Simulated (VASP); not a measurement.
ZnO:

```
Zn O
1.0
     3.22750    0.00000    0.00000
    -1.61375    2.79510    0.00000
     0.00000    0.00000    5.17077
Zn O
2 2
Direct
  0.66667 0.33333 0.00000
  0.33333 0.66667 0.50000
  0.33333 0.66667 0.87901
  0.66667 0.33333 0.37901
```

Base run:

```yaml
Program: VASP 6.6.1
Functional: PBE
Dispersion: D3(BJ)
Potentials_or_basis: VASP PAW PBE potentials, release 64 (Zn, O)
Cutoff: 520 eV
k_mesh: 9 × 9 × 5
Occupations: fermi-dirac, width 0.05 eV
Spin: no spin polarisation
```

Its results: band gap on the k mesh 0.82 eV; pressure 6.1 GPa; largest force 0.080 eV/Å.

Q: The run is repeated on the same cell with these changes: functional from PBE to b88 exchange, pbe correlation; dispersion from D3(BJ) to none; cutoff from 520 eV to 600 eV. What comes out?

A: Band gap on the k mesh 0.84 eV; pressure 8.5 GPa; largest force 0.080 eV/Å.

Several settings changed at once.

Caveats: the cell stands under pressure; the PAW data sets were made with another functional, which shifts forces and pressure a little (at least some runs).

